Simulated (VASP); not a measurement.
# Na (I4/mmm) in VASP: a series of runs

Na is run at these levels: PBEsol; tasks: single point.

All numbers are computed with VASP 6.6.1; they aren't measurements. Logs are shortened: lines on timing, memory, paths and dates and some standing lists are left out, and cuts for length are marked.

### Step 1. The cell of the first run

It takes space group I4/mmm (No. 139, tetragonal). The conventional cell has a = 4.299 Å, b = 4.299 Å, c = 4.362 Å, α = 90.00°, β = 90.00°, γ = 90.00°. Na (site symmetry 4/mmm) has 14 Na at 3.74 to 4.36 Å within 4.9 Å.

### Step 2. Single point, PBEsol (strain +0.015 along x and y, +0.030 along z)

Contents of INCAR:

```
PREC = Accurate ; ENCUT = 520
EDIFF = 1E-6 ; ISMEAR = 0
SIGMA = 0.15 ; LREAL = False
LASPH = True ; NELM = 100
ALGO = Normal ; ISIF = 2
LWAVE = False ; LCHARG = True
GGA = PS ; LELF = True
LVHAR = True ; NBANDS = 10
```

Contents of KPOINTS:

```
regular mesh
0
Gamma
  16 16 16
```

Contents of POSCAR:

```
Na
1.0
   -2.1492625000      2.1492625000      2.1810250000
    2.1492625000     -2.1492625000      2.1810250000
    2.1492625000      2.1492625000     -2.1810250000
Na
1
Direct
    0.0000000000      0.0000000000      0.0000000000
```

Potentials or basis: VASP PAW PBE potentials, release 64 (Na_pv).

On the command line:

```
> cat potpaw_PBE.64/Na_pv/POTCAR > POTCAR
> mpirun -np 1 vasp_std > vasp.out
```

OUTCAR:

```text
PREC = Accurate
   ENCUT = 520
   EDIFF = 1E-6
   ISMEAR = 0
   LREAL = False
   LASPH = True
   NELM = 100
   ISIF = 2
   GGA = PS

 ion  position               nearest neighbor table
   1  0.000  0.000  0.000-

  LATTYP: Found a body centered tetragonal cell.
 ALAT       =     4.2985250000
 C/A-ratio  =     1.0147783251

  Lattice vectors:

 A1 = (  -2.1492625000,   2.1492625000,   2.1810250000)
 A2 = (   2.1492625000,  -2.1492625000,   2.1810250000)
 A3 = (   2.1492625000,   2.1492625000,  -2.1810250000)

Analysis of symmetry for initial positions (statically):
=====================================================================
 Subroutine PRICEL returns:
 Original cell was already a primitive cell.

 Routine SETGRP: Setting up the symmetry group for a
 body centered tetragonal supercell.

 Subroutine GETGRP returns: Found 16 space group operations
 (whereof 16 operations were pure point group operations)
 out of a pool of 16 trial point group operations.

The static configuration has the point symmetry D_4h.

Analysis of symmetry for dynamics (positions and initial velocities):
=====================================================================
 Subroutine PRICEL returns:
 Original cell was already a primitive cell.

 Routine SETGRP: Setting up the symmetry group for a
 body centered tetragonal supercell.

 Subroutine GETGRP returns: Found 16 space group operations
 (whereof 16 operations were pure point group operations)
 out of a pool of 16 trial point group operations.

The dynamic configuration has the point symmetry D_4h.

 Subroutine INISYM returns: Found 16 space group operations
 (whereof 16 operations are pure point group operations),
 and found     1 'primitive' translations

----------------------------------------------------------------------------------------

                                     Primitive cell

  volume of cell :      40.2995

  direct lattice vectors                    reciprocal lattice vectors
    -2.149262500  2.149262500  2.181025000     0.000000000  0.232637940  0.229250009
     2.149262500 -2.149262500  2.181025000     0.232637940  0.000000000  0.229250009
     2.149262500  2.149262500 -2.181025000     0.232637940  0.232637940  0.000000000

  length of vectors
     3.741059828  3.741059828  3.741059828     0.326612886  0.326612886  0.328999730

  position of ions in fractional coordinates (direct lattice)
     0.000000000  0.000000000  0.000000000

  ion indices of the primitive-cell ions
   primitive index   ion index
                 1           1

----------------------------------------------------------------------------------------

 KPOINTS: regular mesh

Automatic generation of k-mesh.
 Grid dimensions read from file:
 generate k-points for:   16   16   16

 Generating k-lattice:

  Cartesian coordinates                     Fractional coordinates (reciprocal lattice)
     0.000000000  0.014539871  0.014328126     0.062500000 -0.000000000  0.000000000
     0.014539871  0.000000000  0.014328126    -0.000000000  0.062500000  0.000000000
     0.014539871  0.014539871  0.000000000     0.000000000  0.000000000  0.062500000

  Length of vectors
     0.020413305  0.020413305  0.020562483

  Shift w.r.t. Gamma in fractional coordinates (k-lattice)
     0.000000000  0.000000000  0.000000000

 Subroutine IBZKPT returns following result:
 ===========================================

 Found    349 irreducible k-points:

 Following reciprocal coordinates:
            Coordinates               Weight
  0.000000  0.000000  0.000000      1.000000
  0.062500 -0.000000  0.000000      8.000000
  0.125000 -0.000000  0.000000      8.000000
  0.187500  0.000000  0.000000      8.000000
  0.250000 -0.000000  0.000000      8.000000
  0.312500 -0.000000  0.000000      8.000000
[... 16 lines left out ...]
 -0.125000  0.062500 -0.000000     16.000000
 -0.062500  0.062500  0.000000      4.000000
 [... further k-points ...]
   k-points           NKPTS =    349   k-points in BZ     NKDIM =    349   number of bands    NBANDS=     10
   number of dos      NEDOS =    301   number of ions     NIONS =      1
   total plane-waves  NPLWV =  21952
   dimension x,y,z NGX =    28 NGY =   28 NGZ =   28
   dimension x,y,z NGXF=    56 NGYF=   56 NGZF=   56
   ions per type =               1
   NGX,Y,Z   is equivalent  to a cutoff of  12.44, 12.44, 12.44 a.u.
   NGXF,Y,Z  is equivalent  to a cutoff of  24.89, 24.89, 24.89 a.u.
 SYSTEM =  unknown system
   PREC   = accura    normal or accurate (medium, high low for compatibility)
   ISTART =      0    job   : 0-new  1-cont  2-samecut
   ICHARG =      2    charge: 1-file 2-atom 10-const
   ISPIN  =      1    spin polarized calculation?
   LNONCOLLINEAR =      F non collinear calculations
   LSORBIT =      F    spin-orbit coupling
   LASPH  =      T    aspherical Exc in radial PAW
   ENCUT  =  520.0 eV  38.22 Ry    6.18 a.u.   6.96  6.96  6.96*2*pi/ulx,y,z
   NELM   =    100;   NELMIN=  2; NELMDL= -5     # of ELM steps
   EDIFF  = 0.1E-05   stopping-criterion for ELM
   LREAL  =      F    real-space projection
   EDIFFG = 0.1E-04   stopping-criterion for IOM
   NSW    =      0    number of steps for IOM
   IBRION =     -1    ionic relax: 0-MD 1-quasi-New 2-CG
   NFREE  =      0    steps in history (QN), initial steepest desc. (CG)
   ISIF   =      2    stress and relaxation
   ISYM   =      2    0-nonsym 1-usesym 2-fastsym
   POTIM  = 0.5000    time-step for ionic-motion
   TEBEG  =    0.0;   TEEND  =   0.0 temperature during run
   PSTRESS=    0.0 pullay stress
   NELECT =       7.0000    total number of electrons
   NUPDOWN=      -1.0000    fix difference up-down
   EMIN   =  10.00;   EMAX   =-10.00  energy-range for DOS
   EFERMI =   0.00;   METHOD = LEGACY
   ISMEAR =     0;   SIGMA  =   0.15  broadening in eV -4-tet -1-fermi 0-gaus
   EFERMI_NEDOS =   21; number of points for ismear=-14 and -15
   IALGO  =     38    algorithm
   IMIX   =      4    mixing-type and parameters
     AMIX     =   0.40;   BMIX     =  1.00
     AMIX_MAG =   1.60;   BMIX_MAG =  1.00
  volume/ion in A,a.u.               =      40.30       271.95
  Fermi-wavevector in a.u.,A,eV,Ry     =   0.913428  1.726129 11.352031  0.834351
  Thomas-Fermi vector in A             =   2.037938
   LORBIT       =      0    0 simple, 1 ext, 2 COOP (PROOUT), +10 PAW based schemes
   GGA     = PS    functional components
   LHFCALC =     F    Hartree Fock is set to
   AEXX    =    0.0000 exact exchange contribution
   IVDW    =     0    specifies the selected vdW correction
   LEPSILON=     F    determine dielectric tensor
   LRPA    =     F    only Hartree local field effects (RPA)
 non-spin polarized calculation
 Gauss-broadening in eV      SIGMA  =   0.15
  energy-cutoff  :      520.00
  volume of cell :       40.30
 maximum number of plane-waves:      1107
   NGX = 13   NGY = 13   NGZ = 13

 number of electron       6.9999998 magnetization

 Free energy of the ion-electron system (eV)
  ---------------------------------------------------
  ext. energy  EPLUGINS =         0.00000000
  ---------------------------------------------------
  free energy    TOTEN  =        -1.39325551 eV

  energy without entropy =       -1.38790462  energy(sigma->0) =       -1.39058006

 E-fermi :   0.0797     XC(G=0):  -6.2854

 val. band max:        0.0760432527   @ k =   0.5000   0.1875   0.0000
 cond. band min:       0.0848121212   @ k =  -0.1875   0.4375   0.1250
 fundamental gap:      0.0087688684
 Fermi energy:         0.0796747730

 k-point     1 :       0.0000    0.0000    0.0000
  band No.  band energies     occupation
      1     -24.7766      2.00000
      2     -24.7766      2.00000
      3     -24.7766      2.00000
      4      -3.0252      2.00000
      5      11.2120      0.00000
      6      11.2120      0.00000
      7      11.4220      0.00000
      8      12.1351      0.00000
      9      12.3415      0.00000
     10      12.6838      0.00000

 k-point     2 :       0.0625   -0.0000    0.0000
  band No.  band energies     occupation
      1     -24.7776      2.00000
      2     -24.7770      2.00000
      3     -24.7766      2.00000
      4      -2.9606      2.00000
      5      10.2787      0.00000
      6      10.8249      0.00000
      7      11.0624      0.00000
      8      11.6178      0.00000
      9      11.7710      0.00000
     10      12.8730      0.00000

 k-point     3 :       0.1250   -0.0000    0.0000
  band No.  band energies     occupation
      1     -24.7805      2.00000
      2     -24.7779      2.00000
      3     -24.7766      2.00000
      4      -2.7671      2.00000
      5       8.7261      0.00000
      6      10.1492      0.00000
      7      10.4975      0.00000
      8      10.9392      0.00000
      9      11.4808      0.00000
     10      12.9484      0.00000

 k-point     4 :       0.1875    0.0000    0.0000
  band No.  band energies     occupation
      1     -24.7849      2.00000
      2     -24.7794      2.00000
      3     -24.7765      2.00000
      4      -2.4462      2.00000
      5       7.2007      0.00000
      6       9.5121      0.00000
      7       9.9736      0.00000
      8      10.3256      0.00000
      9      11.1349      0.00000
     10      13.1567      0.00000
[... 222 lines left out ...]
 k-point    22 :      -0.1875    0.0625    0.0000
  band No.  band energies     occupation
      1     -24.7832      2.00000
      2     -24.7785      2.00000
      3     -24.7769      2.00000
      4      -2.5715      2.00000
      5       7.9613      0.00000
      6       9.0577      0.00000
      7       9.9902      0.00000
      8      11.0399      0.00000
      9      11.6278      0.00000
     10      12.6659      0.00000

 k-point    23 :      -0.1250    0.0625   -0.0000
  band No.  band energies     occupation
      1     -24.7796      2.00000
      2     -24.7773      2.00000
      3     -24.7769      2.00000
      4      -2.8296      2.00000
      5       9.4584      0.00000
      6       9.7775      0.00000
      7      10.5255      0.00000
      8      11.3721      0.00000
      9      11.7979      0.00000
     10      12.9361      0.00000

 k-point    24 :      -0.0625    0.0625    0.0000
  band No.  band energies     occupation
      1     -24.7776      2.00000
      2     -24.7769      2.00000
      3     -24.7766      2.00000
      4      -2.9596      2.00000
      5      10.4655      0.00000
      6      10.7510      0.00000
      7      10.8958      0.00000
      8      11.5214      0.00000
      9      11.8398      0.00000
     10      12.8885      0.00000

 [... further k-points ...]

------------------------ aborting loop because EDIFF is reached ----------------------------------------

  FORCE on cell =-STRESS in cart. coord.  units (eV):
  Direction    XX          YY          ZZ          XY          YZ          ZX
  --------------------------------------------------------------------------------------
  -------------------------------------------------------------------------------------
  Total       -0.1741856     -0.1741856     -0.1777642      0.0000000     -0.0000000      0.0000000
  in kB       -6.9250549     -6.9250549     -7.0673275      0.0000000     -0.0000000      0.0000000
  external PRESSURE =      -6.9724791 kB  Pullay stress =       0.0000000 kB

 VOLUME and BASIS-vectors are now :
 -----------------------------------------------------------------------------
  energy-cutoff  :      520.00
  volume of cell :       40.30
      direct lattice vectors                 reciprocal lattice vectors
    -2.149262500  2.149262500  2.181025000     0.000000000  0.232637940  0.229250009
     2.149262500 -2.149262500  2.181025000     0.232637940  0.000000000  0.229250009
     2.149262500  2.149262500 -2.181025000     0.232637940  0.232637940  0.000000000

 POSITION                                       TOTAL-FORCE (eV/Angst)
 -----------------------------------------------------------------------------------
      0.00000      0.00000      0.00000        -0.000000     -0.000000      0.000000
 -----------------------------------------------------------------------------------
    total drift:                               -0.000000     -0.000000     -0.000000

  FREE ENERGIE OF THE ION-ELECTRON SYSTEM (eV)
  ---------------------------------------------------
  free  energy   TOTEN  =        -1.3932555053 eV

  energy  without entropy=       -1.3879046213  energy(sigma->0) =       -1.39058006
```

It took 100 s on 1 thread of Intel Xeon 8259CL, shared host; peak memory 0.24 GiB.

What came out:

| Quantity | Value |
| --- | --- |
| Free energy | -1.3933 eV |
| Pressure | -0.7 GPa |
| Band gap on the k mesh | zero (an odd number of electrons rules out a gap without spin polarisation) |

Levels at points of the mesh, in eV from the Fermi level:
```csv
k point,band 1,band 2,band 3,band 4,band 5,band 6,band 7
"(0.00, 0.00, 0.00)",-24.86,-24.86,-24.86,-3.10,11.13,11.13,11.34
"(0.50, 0.00, 0.00)",-24.88,-24.87,-24.86,0.71,1.12,7.92,8.66
"(0.50, 0.50, 0.00)",-24.88,-24.87,-24.86,0.76,1.18,7.75,8.49
"(0.50, 0.50, 0.50)",-24.88,-24.88,-24.88,4.32,4.44,4.46,4.69
```

Caveat: the cell differs from its parent crystal (strain +0.015 along x and y, +0.030 along z); the PAW data sets were made with another functional, which shifts forces and pressure a little.

### Step 3. Single point, PBEsol (strain +0.030 along x and y, +0.015 along z)

Contents of INCAR:

```
SYSTEM = Na
  PREC = Accurate
  ENCUT = 520
  EDIFF = 1E-6
  ISMEAR = 0
  SIGMA = 0.15
  LREAL = .FALSE.
  LASPH = .TRUE.
  NELM = 80
  ALGO = Fast
  ISIF = 2
  LWAVE = .FALSE.
  LCHARG = .FALSE.
  GGA = PS
  NBANDS = 10
```

Contents of KPOINTS:

```
Automatic mesh
0
G
  16 16 16
  0 0 0
```

Contents of POSCAR:

```
Na
1.0
   -2.1810250000      2.1810250000      2.1492625000
    2.1810250000     -2.1810250000      2.1492625000
    2.1810250000      2.1810250000     -2.1492625000
Na
1
Direct
    0.0000000000      0.0000000000      0.0000000000
```

Potentials or basis: VASP PAW PBE potentials, release 64 (Na_pv).

On the command line:

```
> cat potpaw_PBE.64/Na_pv/POTCAR > POTCAR
> mpirun -np 1 vasp_std > vasp.out
```

It took 2 min on 1 thread of Intel Xeon 8259CL, shared host; peak memory 0.24 GiB.

The run converged. Its results:

| Property | Result |
| --- | --- |
| Free energy | -1.3906 eV |
| Pressure | -0.6 GPa |
| Band gap on the k mesh | zero (an odd number of electrons rules out a gap without spin polarisation) |

Levels at points of the mesh, in eV from the Fermi level:
```tsv
k point	band 1	band 2	band 3	band 4	band 5	band 6	band 7
(0.00, 0.00, 0.00)	-24.87	-24.87	-24.87	-3.08	10.97	11.18	11.18
(0.50, 0.00, 0.00)	-24.90	-24.88	-24.87	0.74	1.14	7.75	8.45
(0.50, 0.50, 0.00)	-24.90	-24.88	-24.87	0.69	1.08	7.92	8.63
(0.50, 0.50, 0.50)	-24.89	-24.89	-24.89	4.30	4.41	4.49	4.49
```

Caveat: the cell differs from its parent crystal (strain +0.030 along x and y, +0.015 along z); the PAW data sets were made with another functional, which shifts forces and pressure a little.
